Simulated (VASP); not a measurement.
# Ge3Pt (R-3m) in VASP: a series of runs, part 2 of 2

VASP 6.6.1.

## (4) Relaxation of cell and atoms, PBE

Contents of INCAR:

```
PREC = Accurate ; ENCUT = 600
EDIFF = 1E-6 ; ISMEAR = 0
SIGMA = 0.1 ; LREAL = F
LASPH = T ; NELM = 60
ALGO = Normal ; ISIF = 3
LWAVE = F ; LCHARG = F
GGA = PE ; IBRION = 2
NSW = 90 ; EDIFFG = -0.04
```

Contents of KPOINTS:

```
Automatic mesh
0
Gamma
  3 3 3
```

Contents of POSCAR:

```
Ge3Pt
1.0
    3.5472181100      2.0479873300      3.1381619400
   -3.5472181100      2.0479873300      3.1381619400
    0.0000000000     -4.0959746600      3.1381619400
Ge Pt
6 2
Direct
    0.7962999900      0.2414000000      0.7962999900
    0.7962999900      0.7962999900      0.2414000000
    0.2414000000      0.7962999900      0.7962999900
    0.2037000100      0.7586000000      0.2037000100
    0.7586000000      0.2037000100      0.2037000100
    0.2037000100      0.2037000100      0.7586000000
    0.2755000000      0.2755000000      0.2755000000
    0.7245000000      0.7245000000      0.7245000000
```

Started as:

```sh
$ cat potpaw_PBE.64/Ge_d/POTCAR potpaw_PBE.64/Pt/POTCAR > POTCAR
$ mpirun -np 1 vasp_std > vasp.out
```

It took 87 min on 1 thread of Intel Xeon 8259CL, shared host; peak memory 0.3 GiB.

The run converged. Its results:

```yaml
Free_energy: -39.1562 eV
Relaxed_volume: 18.30 Å³/atom
Relaxed_cell: a = 5.297 Å, b = 5.297 Å, c = 5.297 Å, α = 95.59°, β = 95.59°, γ = 95.59°
Space_group_after_relaxing_to_0.1_Å: R-3m (No. 166)
Energy_gained_by_relaxing: 906.4 meV/atom
Ionic_steps: 70
Pressure_after_relaxing: 0.0 GPa
Largest_force_after_relaxing: 0.036 eV/Å
Band_gap_on_the_k_mesh: zero (bands 52 and 53 overlap by 1.25 eV)
```

Forces in eV/Å, atoms in the order of the input:
```
Ge  -0.001  0.001  0.001
Ge   0.000 -0.001  0.001
Ge   0.001  0.001  0.001
Ge   0.001 -0.001 -0.001
Ge  -0.001 -0.001 -0.001
Ge   0.000  0.001 -0.001
Pt   0.000  0.000  0.036
Pt   0.000  0.000 -0.036
```

The path:
```
step  energy change (eV)  largest force (eV/Å)  pressure (GPa)  volume (Å³)
   1              0.0000                7.4334           31.62       136.79
   3             -5.2786                0.6385           -6.26       168.35
   5             -5.3278                0.9238           -3.94       163.75
   7             -5.7790                0.6963            2.65       148.80
   9             -6.0232                0.3490           -2.11       152.62
  11             -6.1181                0.4576            1.26       145.99
  13             -6.2076                0.1509           -0.44       146.91
  15             -6.2192                0.0973            0.85       145.06
  17             -6.2291                0.1181            0.12       146.18
  19             -6.2336                0.1339           -0.13       146.65
  21             -6.2711                0.2098           -1.54       149.20
  23             -6.3401                0.4914           -3.05       159.61
  25             -6.3550                0.3449           -3.13       157.01
  27             -6.3581                0.3605           -3.05       157.11
  29             -6.3688                0.4358           -2.69       157.56
  31             -6.3798                0.5533           -2.24       157.87
  33             -6.4277                0.5596           -1.17       155.35
  35             -6.4268                0.4864            4.14       145.52
  37             -6.4874                0.4698            0.97       150.42
  39             -6.5080                0.3563           -0.62       150.78
  41             -6.5367                0.2223           -0.11       150.45
  43             -6.5902                0.2207            0.98       148.58
  45             -6.6000                0.3346            1.80       147.19
  47             -6.6256                0.3290            1.15       148.20
  49             -6.7640                0.6853           -1.47       152.76
  51             -6.8363                0.5155           -3.91       156.88
  53             -6.8641                0.3733           -3.94       157.34
  55             -6.8717                0.2425           -3.99       157.61
  57             -6.9429                0.2646           -2.56       154.91
  59             -7.0075                0.3379            0.93       149.09
  61             -7.0706                0.3397            0.83       148.67
  63             -7.1356                0.4074            0.94       146.38
  65             -7.1970                0.2630           -0.60       148.42
  67             -7.2443                0.1267           -0.88       147.77
  69             -7.2511                0.0793           -0.07       146.45
  70             -7.2515                0.0364            0.00       146.39
```

Final structure:
```yaml
crystal:
  lattice:
    - [3.92404, 2.26555, 2.74443]
    - [-3.92404, 2.26555, 2.74443]
    - [0.00000, -4.53109, 2.74443]
  atoms:
    - { symbol: Ge, position: [0.76834, 0.34932, 0.76834] }
    - { symbol: Ge, position: [0.76834, 0.76834, 0.34932] }
    - { symbol: Ge, position: [0.34932, 0.76834, 0.76834] }
    - { symbol: Ge, position: [0.23166, 0.65068, 0.23166] }
    - { symbol: Ge, position: [0.65068, 0.23166, 0.23166] }
    - { symbol: Ge, position: [0.23166, 0.23166, 0.65068] }
    - { symbol: Pt, position: [0.16646, 0.16646, 0.16646] }
    - { symbol: Pt, position: [0.83354, 0.83354, 0.83354] }
```

Levels at points of the mesh, in eV from the Fermi level:
```
           k point  band 50  band 51  band 52  band 53  band 54  band 55
(0.00, 0.00, 0.00)    -2.05    -1.23    -1.23    -0.12     0.33     0.33
```

Caveat: the k points lie up to 0.40 Å⁻¹ apart in the final cell, too coarse for converged energies and pressures of a metal; spin-orbit coupling is left out, which moves the levels of the heavy elements.

## (5) Single point, PBE

This run uses another cell than the first one, of 18.14 Å³/atom.

Contents of INCAR:

```
  PREC = Accurate
  ENCUT = 520
  EDIFF = 1E-6
  ISMEAR = 0
  SIGMA = 0.1
  LREAL = F
  LASPH = T
  NELM = 60
  ALGO = Normal
  ISIF = 2
  LWAVE = F
  LCHARG = F
  GGA = PE
  NBANDS = 62
```

Contents of KPOINTS:

```
regular mesh
0
Gamma
  6 6 6
```

Contents of POSCAR:

```
Ge3Pt
1.0
    3.9012614184      2.2523943301      2.7525705484
   -3.9012614184      2.2523943301      2.7525705484
    0.0000000000     -4.5047886602      2.7525705484
Ge Pt
6 2
Direct
    0.7626342048      0.3400858836      0.7626342048
    0.7626342048      0.7626342048      0.3400858836
    0.3400858836      0.7626342048      0.7626342048
    0.2373657952      0.6599141164      0.2373657952
    0.6599141164      0.2373657952      0.2373657952
    0.2373657952      0.2373657952      0.6599141164
    0.1702836696      0.1702836696      0.1702836696
    0.8297163304      0.8297163304      0.8297163304
```

Potentials or basis: VASP PAW PBE potentials, release 64 (Ge_d, Pt).

Started as:

```sh
$ cat potpaw_PBE.64/Ge_d/POTCAR potpaw_PBE.64/Pt/POTCAR > POTCAR
$ mpirun -np 1 vasp_std > vasp.out
```

OUTCAR:

```text
PREC = Accurate
   ENCUT = 520
   EDIFF = 1E-6
   ISMEAR = 0
   LREAL = F
   LASPH = T
   NELM = 60
   ISIF = 2
   GGA = PE

 ion  position               nearest neighbor table
   1  0.763  0.340  0.763-   8 2.56   6 2.70   5 2.70   6 2.77   5 2.77   8 2.80   7 3.15
   2  0.763  0.763  0.340-   8 2.56   5 2.70   4 2.70   5 2.77   4 2.77   8 2.80   7 3.15
   3  0.340  0.763  0.763-   8 2.56   6 2.70   4 2.70   6 2.77   4 2.77   8 2.80   7 3.15
   4  0.237  0.660  0.237-   7 2.56   2 2.70   3 2.70   2 2.77   3 2.77   7 2.80   8 3.15
   5  0.660  0.237  0.237-   7 2.56   2 2.70   1 2.70   2 2.77   1 2.77   7 2.80   8 3.15
   6  0.237  0.237  0.660-   7 2.56   3 2.70   1 2.70   3 2.77   1 2.77   7 2.80   8 3.15
   7  0.170  0.170  0.170-   4 2.56   5 2.56   6 2.56   4 2.80   5 2.80   6 2.80   8 2.81   3 3.15
                             1 3.15   2 3.15
[... 1776 lines left out ...]
  external PRESSURE =      -0.4975513 kB  Pullay stress =       0.0000000 kB

 VOLUME and BASIS-vectors are now :
 -----------------------------------------------------------------------------
  energy-cutoff  :      520.00
  volume of cell :      145.12
      direct lattice vectors                 reciprocal lattice vectors
     3.901261418  2.252394330  2.752570548     0.128163675  0.073995332  0.121098925
    -3.901261418  2.252394330  2.752570548    -0.128163675  0.073995332  0.121098925
     0.000000000 -4.504788660  2.752570548     0.000000000 -0.147990664  0.121098925

 POSITION                                       TOTAL-FORCE (eV/Angst)
 -----------------------------------------------------------------------------------
      1.64847     -0.95175      5.13452         0.002533     -0.001463     -0.000916
      0.00000      1.90349      5.13452         0.000000      0.002925     -0.000916
     -1.64847     -0.95175      5.13452        -0.002533     -0.001463     -0.000916
     -1.64847      0.95175      3.12319        -0.002533      0.001463      0.000916
      1.64847      0.95175      3.12319         0.002533      0.001463      0.000916
      0.00000     -1.90349      3.12319         0.000000     -0.002925      0.000916
      0.00000      0.00000      1.40615         0.000000      0.000000     -0.008082
      0.00000      0.00000      6.85156         0.000000      0.000000      0.008082
 -----------------------------------------------------------------------------------
    total drift:                                0.000000      0.000000     -0.000000

  FREE ENERGIE OF THE ION-ELECTRON SYSTEM (eV)
  ---------------------------------------------------
  free  energy   TOTEN  =       -39.5625254802 eV

  energy  without entropy=      -39.5509559071  energy(sigma->0) =      -39.55674069
```

OSZICAR:

```text
N       E                     dE             d eps       ncg     rms          rms(c)
DAV:   1     0.135933087669E+04    0.13593E+04   -0.45038E+04  5012   0.461E+03
DAV:   2     0.229088724539E+03   -0.11302E+04   -0.10973E+04  3968   0.117E+03
DAV:   3    -0.155425038446E+02   -0.24463E+03   -0.23625E+03  4066   0.271E+02
DAV:   4    -0.397295864262E+02   -0.24187E+02   -0.23414E+02  4736   0.881E+01
DAV:   5    -0.405303874938E+02   -0.80080E+00   -0.79681E+00  4460   0.179E+01    0.122E+01
DAV:   6    -0.399401340744E+02    0.59025E+00   -0.74810E+00  4946   0.108E+01    0.797E+00
DAV:   7    -0.395927600755E+02    0.34737E+00   -0.13025E+00  4368   0.620E+00    0.375E+00
DAV:   8    -0.395782783241E+02    0.14482E-01   -0.28093E-01  4776   0.246E+00    0.991E-01
DAV:   9    -0.395621782117E+02    0.16100E-01   -0.66120E-02  4664   0.156E+00    0.270E-01
DAV:  10    -0.395625165352E+02   -0.33832E-03   -0.66660E-03  4702   0.573E-01    0.851E-02
DAV:  11    -0.395625528488E+02   -0.36314E-04   -0.54749E-04  4536   0.132E-01    0.377E-02
DAV:  12    -0.395625294401E+02    0.23409E-04   -0.84719E-05  4966   0.776E-02    0.129E-02
DAV:  13    -0.395625259124E+02    0.35278E-05   -0.13798E-05  4238   0.223E-02    0.437E-03
DAV:  14    -0.395625254802E+02    0.43217E-06   -0.14549E-06  2646   0.111E-02
   1 F= -.39562525E+02 E0= -.39556741E+02  d E =-.115696E-01
```

stdout:

```text
POSCAR found type information on POSCAR GePt
 POSCAR found :  2 types and       8 ions
 scaLAPACK will be used
 LDA part: xc-table for (Slater+PW92), standard interpolation
 POSCAR, INCAR and KPOINTS ok, starting setup
 FFT: planning ... GRIDC
 FFT: planning ... GRID_SOFT
 FFT: planning ... GRID
 WAVECAR not read
 entering main loop
```

Wall time 5.5 min (1 thread of Intel Xeon 8259CL, shared host); peak memory 0.38 GiB.

Results:

```
Free energy            : -39.5625 eV
Pressure               : 0.0 GPa
Largest force          : 0.008 eV/Å
Band gap on the k mesh : zero (bands 52 and 53 overlap by 2.02 eV)
```

Forces on the atoms (eV/Å):
```
Ge   0.003 -0.001 -0.001
Ge   0.000  0.003 -0.001
Ge  -0.003 -0.001 -0.001
Ge  -0.003  0.001  0.001
Ge   0.003  0.001  0.001
Ge   0.000 -0.003  0.001
Pt   0.000  0.000 -0.008
Pt   0.000  0.000  0.008
```

Caveat: spin-orbit coupling is left out, which moves the levels of the heavy elements.

## (6) Overview

```tsv
task	cell	k mesh	cutoff (eV)	gap on the mesh (eV)	pressure (GPa)	largest force (eV/Å)
single point	a = 5.160 Å, angles 86.9°, 8 atoms, atomic positions A	3 × 3 × 3	520	none	31.6	7.43
single point	a = 5.294 Å, angles 95.5°, 8 atoms, atomic positions B	3 × 3 × 3	520	none	0.2	0.04
relaxation of cell and atoms	relaxed from a = 5.160 Å, angles 86.9°, 8 atoms, atomic positions A	3 × 3 × 3	600	none	0.0	0.04
single point	a = 5.279 Å, angles 95.3°, 8 atoms, atomic positions C	6 × 6 × 6	520	none	0.0	0.01
```

Alike in all rows: level PBE; potentials or basis VASP PAW PBE potentials, release 64 (Ge_d, Pt); no spin polarisation; smearing gaussian 0.1 eV.

Caveats: some runs use coarse meshes; spin-orbit coupling is left out, which moves the levels of the heavy elements; forces of over 1 eV/Å act on the atoms, so gaps and moduli don't describe the material at rest (at least some runs).

Total energies depend on the potentials used, so only differences within one code and one set of settings carry meaning.
